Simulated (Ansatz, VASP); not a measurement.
TiB2: VASP beside Ansatz

The input INCAR:

```
SYSTEM = TiB2
PREC = Accurate
ENCUT = 600
EDIFF = 1E-6
ISMEAR = 0
SIGMA = 0.1
LREAL = .FALSE.
LASPH = .TRUE.
NELM = 80
ALGO = Normal
ISIF = 3
LWAVE = .FALSE.
LCHARG = .FALSE.
GGA = PE
IBRION = 2
NSW = 90
EDIFFG = -0.04
```

The input KPOINTS:

```
regular mesh
0
G
  4 4 4
  0 0 0
```

POSCAR

```
TiB2
1.0
    0.0000000000      3.2600973100      3.2600973100
    3.2600973100      0.0000000000      3.2600973100
    3.2600973100      3.2600973100      0.0000000000
Ti B
2 4
Direct
    0.7500000000      0.7500000000      0.7500000000
    0.5000000000      0.5000000000      0.5000000000
    0.6250000000      0.6250000000      0.6250000000
    0.6250000000      0.6250000000      0.1250000000
    0.6250000000      0.1250000000      0.6250000000
    0.1250000000      0.6250000000      0.6250000000
```

Input for Ansatz:

```yaml
crystal:
  lattice:
    - [0.0, 3.26009731, 3.26009731]
    - [3.26009731, 0.0, 3.26009731]
    - [3.26009731, 3.26009731, 0.0]
  atoms:
    - { symbol: Ti, position: [0.75, 0.75, 0.75] }
    - { symbol: Ti, position: [0.5, 0.5, 0.5] }
    - { symbol: B, position: [0.625, 0.625, 0.625] }
    - { symbol: B, position: [0.625, 0.625, 0.125] }
    - { symbol: B, position: [0.625, 0.125, 0.625] }
    - { symbol: B, position: [0.125, 0.625, 0.625] }
basis:
  ecutwfc: 420
kpoints:
  mp_grid: { grid: [4, 4, 4] }
hamiltonian:
  xc: pbe
scf:
  occupations: { method: gaussian, width: 0.1 }
  lower_state_search: "off"
output:
  forces: true
  stress: true
  eigenvalues: true
relax:
  adjacent_minimum: "off"
  f_tol: 0.04
  max_steps: 70
  cell: { stress_tol: 0.4 }
```

Alike in both runs: task relaxation of cell and atoms; functional PBE; k mesh 4 × 4 × 4; occupations gaussian, width 0.1 eV; no spin polarisation.

|  | VASP | Ansatz |
| --- | --- | --- |
| version | VASP 6.6.1 | Ansatz 0.2.0 |
| potentials or method | VASP PAW PBE potentials, release 64 (Ti_sv, B), cutoff 600 eV | scalar-relativistic, plane waves, PAW |
| valence electrons in the cell | 36 | 36 |

Ansatz gave:

```
gap on the k mesh at the Fermi level, each at its own relaxed structure (eV) : none
relaxed volume (Å³/atom)                                                     : 43.12
relaxed cell length with the largest relative difference (Å)                 : 7.153
```

Question: Estimate VASP's values.

Answer: gap on the k mesh at the Fermi level, each at its own relaxed structure (eV): none; relaxed volume (Å³/atom): 41.26; relaxed cell length with the largest relative difference (Å): 7.048.

A gap of «none» marks a metal or a gap that the smearing closes.

The k mesh is coarse, so the values compare programs but aren't converged. Noted on VASP's run: the volume moved by over 15 % at a fixed basis, so the end points are rough.
